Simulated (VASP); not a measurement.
CuAu: single point with PBE

The system is CuAu.

```
Cu Au
1.0
     2.87891    0.00000    0.00000
     0.00000    2.87891    0.00000
     0.00000    0.00000    3.47156
Cu Au
1 1
Direct
  0.50000 0.50000 0.50000
  0.00000 0.00000 0.00000
```

This cell differs from its parent crystal: ratio of the length along z to the lengths across it x 0.92, volume and fractional coordinates fixed.

```
Program                : VASP 6.6.1
Task                   : single point
Functional             : PBE
Potentials or basis    : VASP PAW PBE potentials, release 64 (Cu, Au)
Cutoff                 : 520 eV
k mesh                 : 18 × 18 × 14
Occupations            : gaussian, width 0.15 eV
Spin                   : no spin polarisation
Dipole correction      : no
Further INCAR settings : ALGO = Fast; EDIFF = 1e-06; NBANDS = 18
```

* Pressure: 6.7 GPa
* Band gap on the k mesh: zero (band 11 reaches 13.96 eV, above the bottom of band 12 at 6.77 eV)

Stress tensor (GPa, compression positive):
```
6.41 0.00 0.00
0.00 6.41 0.00
0.00 0.00 7.21
```

Levels at points of the mesh, in eV from the Fermi level:
```
           k point  band 8  band 9  band 10  band 11  band 12  band 13  band 14  band 15
(0.00, 0.00, 0.00)   -2.09   -1.71    -1.51    -1.51     3.37     9.04     9.04     9.70
(0.50, 0.00, 0.00)   -2.99   -2.54    -2.31    -1.12    -0.58    10.52    10.54    12.19
(0.50, 0.50, 0.00)   -1.80   -1.34    -1.34     0.17     0.17     4.44     6.45    10.89
(0.00, 0.00, 0.50)   -2.97   -2.48    -2.48    -2.20    -2.14    13.81    14.18    14.18
(0.50, 0.00, 0.50)   -1.87   -1.53    -1.48    -1.03    -1.02     2.65     4.71    15.28
(0.50, 0.50, 0.50)   -2.15   -1.94    -1.80     5.05     5.54     5.54     5.65     6.54
```

Wall time 78 s on 1 thread of Intel(R) Xeon(R) 6975P-C (Granite Rapids) (shared host), peak memory 0.34 GiB.

Caveat: spin-orbit coupling is left out, which moves the levels of the heavy elements.
